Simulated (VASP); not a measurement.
# Zn4Ga (Zn (0001), 5 layers): single point with PBE

Zn4Ga (Zn (0001), 5 layers), a slab with vacuum:

```
Zn Ga
1.0
     2.63563    0.00000    0.00000
    -1.31781    2.28252    0.00000
     0.00000    0.00000   26.18510
Zn Ga
4 1
Direct
  0.00000 0.00000 0.31471
  0.33333 0.66667 0.40860
  0.33333 0.66667 0.59140
  0.00000 0.00000 0.68529
  0.00000 0.00000 0.50000
```

| Property | Result |
| --- | --- |
| Program | VASP 6.6.1 |
| Task | single point |
| Functional | PBE |
| Potentials or basis | VASP PAW PBE potentials, release 64 (Zn, Ga_d) |
| Cutoff | 520 eV |
| k mesh | 16 × 16 × 1 |
| Occupations | fermi-dirac, width 0.08 eV |
| Spin | no spin polarisation |

```
Largest force : 0.403 eV/Å
```

Forces in eV/Å, atoms in the order of the input:
```
Zn   0.000  0.000 -0.092
Zn   0.000  0.000 -0.403
Zn   0.000  0.000  0.403
Zn   0.000  0.000  0.092
Ga   0.000  0.000  0.000
```

Levels at points of the mesh, in eV from the Fermi level:
```csv
k point,band 27,band 28,band 29,band 30,band 31,band 32,band 33,band 34,band 35,band 36
"(0.00, 0.00, 0.00)",-7.03,-7.03,-6.77,-4.94,-3.14,-0.58,1.97,3.46,4.18,4.43
"(0.50, 0.00, 0.00)",-4.12,-2.57,-1.67,-1.64,-0.73,0.39,0.94,1.55,2.53,4.02
```

Wall time 3.3 min on 1 thread of Intel Xeon 6975P-C, with other jobs on the host, peak memory 0.36 GiB.
